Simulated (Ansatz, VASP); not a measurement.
**Ta2N: VASP beside Ansatz**

```xyz
9
Lattice="5.1851 0.0000 0.0000 -2.5926 4.4905 0.0000 0.0000 0.0000 4.7652" Properties=species:S:1:pos:R:3 pbc="T T T"
Ta    1.7287    2.9943    3.5872
Ta   -0.8638    1.4962    3.5872
Ta    1.7277    0.0000    3.5872
Ta    0.8638    1.4962    1.1780
Ta   -1.7287    2.9943    1.1780
Ta    3.4575    0.0000    1.1780
N     2.5926    1.4968    2.3826
N     0.0000    2.9936    2.3826
N     0.0000    0.0000    0.0000
```

Change from the starting cell: strain -0.015 along x and y, -0.030 along z, atoms carried along.

Alike in both runs: task single point; functional PBEsol; k mesh 12 × 12 × 8; occupations gaussian, width 0.15 eV; no spin polarisation.

```csv
,VASP,Ansatz
version,VASP 6.6.1,Ansatz 0.2.0
potentials or method,"VASP PAW PBE potentials, release 64 (Ta_pv, N), cutoff 520 eV","scalar-relativistic, plane waves, PAW"
valence electrons in the cell,81,93
```

VASP gave:

| Property | Result |
| --- | --- |
| gap on the k mesh at the Fermi level (eV) | none |
| pressure (GPa) | 22.0 |
| traceless stress, the component that is largest in VASP (GPa) | 3.61 |
| rms of the force components (eV/Å) | 0.053 |

What did Ansatz give for the same quantities?

gap on the k mesh at the Fermi level (eV): none; pressure (GPa): 21.1; traceless stress, the component that is largest in VASP (GPa): 3.65; rms of the force components (eV/Å): 0.043.

VASP's potentials were made for PBE, not for PBEsol. Atom by atom the forces differ by 0.010 eV/Å (rms over components). A gap of «none» marks a metal or a gap that the smearing closes. VASP's potentials hold 81 valence electrons a cell and Ansatz's 93, so a difference there can come from the potentials and not from the codes.

Spin-orbit coupling is off throughout.
